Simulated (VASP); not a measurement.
## C: G0W0 quasiparticle levels with PBE

Crystal: C.

```
C
1.0
     2.52210    0.00000    0.00000
    -1.26105    2.18420    0.00000
     0.00000    0.00000    8.23710
C
8
Direct
  0.66667 0.33333 0.84375
  0.33333 0.66667 0.34375
  0.66667 0.33333 0.65625
  0.33333 0.66667 0.15625
  0.00000 0.00000 0.90625
  0.00000 0.00000 0.40625
  0.00000 0.00000 0.59375
  0.00000 0.00000 0.09375
```

```yaml
Program: VASP 6.6.1
Task: G0W0 quasiparticle levels
Functional: PBE
Potentials_or_basis: VASP PAW PBE potentials, release 64 (C_GW)
Cutoff: 500 eV
k_mesh: 6 × 6 × 2
Occupations: gaussian, width 0.01 eV
Spin: no spin polarisation
Dipole_correction: no
GW_scheme: G0W0
GW_iterations: 1
Cutoff_of_the_response_function: 170
Frequency_points: 96
Empty_bands: 228
Further_INCAR_settings: ALGO = EVGW0; EDIFF = 1e-08; NBANDS = 244
```

```json
{"Quasiparticle gap": "5.66 eV", "Least direct quasiparticle gap": "6.86 eV", "Band gap of the starting levels on the mesh": "4.46 eV", "Least direct gap of the starting levels on the mesh": "5.18 eV"}
```

It took 13 min on 1 thread of AMD EPYC 9R45 96-Core Processor (Zen 5), on a shared host, peak memory 0.69 GiB.

Caveat: the k points lie up to 0.48 Å⁻¹ apart; bands, screening cutoff and mesh are small and nothing is extrapolated, so the quasiparticle values aren't converged.
